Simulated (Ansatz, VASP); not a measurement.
## K in VASP and in Ansatz

```xyz
3
Lattice="7.1550 0.0000 0.0000 -3.5775 6.1964 0.0000 0.0000 0.0000 4.2543" Properties=species:S:1:pos:R:3 pbc="T T T"
K    -3.5775    6.1964    4.2543
K     0.0000    4.1310    2.1272
K     3.5775    2.0655    2.1272
```

Alike in both runs: task single point; functional PBEsol; k mesh 6 × 6 × 8; occupations fermi-dirac, width 0.1 eV; no spin polarisation.

|  | VASP | Ansatz |
| --- | --- | --- |
| version | VASP 6.6.1 | Ansatz 0.2.0 |
| potentials or method | VASP PAW PBE potentials, release 64 (K_sv), cutoff 520 eV | plane waves (420 eV) with PAW, scalar-relativistic |
| valence electrons in the cell | 27 | 27 |

```tsv
	VASP	Ansatz	Ansatz less VASP
pressure (GPa)	0.6	0.6	+0.01
```

VASP's potentials were made for PBE, not for PBEsol, and Ansatz warns of the same on its side. With one functional, cell and mesh, what is left measures potentials, basis and numerics.
